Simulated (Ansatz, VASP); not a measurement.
## SrO: VASP beside Ansatz

```
CELL_PARAMETERS angstrom
0.00000 2.79228 2.79228
2.79228 0.00000 2.79228
2.79228 2.79228 0.00000
ATOMIC_POSITIONS crystal
Sr 0.00000 0.00000 0.00000
O 0.25000 0.25000 0.25000
```

Alike in both runs: task single point; functional LDA; k mesh 8 × 8 × 8; no spin polarisation.

|  | VASP | Ansatz |
| --- | --- | --- |
| version | VASP 6.6.1 | Ansatz 0.2.0 |
| potentials or method | VASP PAW LDA potentials, release 64 (Sr_sv, O) | plane waves, PAW |
| plane-wave cutoff (eV) | 520 | 420 |
| occupations | gaussian, width 0.01 eV | fixed |
| valence electrons in the cell | 16 | 16 |

Ansatz gave:

| Property | Result |
| --- | --- |
| gap on the k mesh at the Fermi level (eV) | 2.30 |
| pressure (GPa) | -3.8 |

Question: What did VASP give for the same quantities?

Answer: gap on the k mesh at the Fermi level (eV): 2.31; pressure (GPa): -3.3.

LDA's correlation is that of Perdew and Zunger in VASP and of Perdew and Wang (1992) in Ansatz.
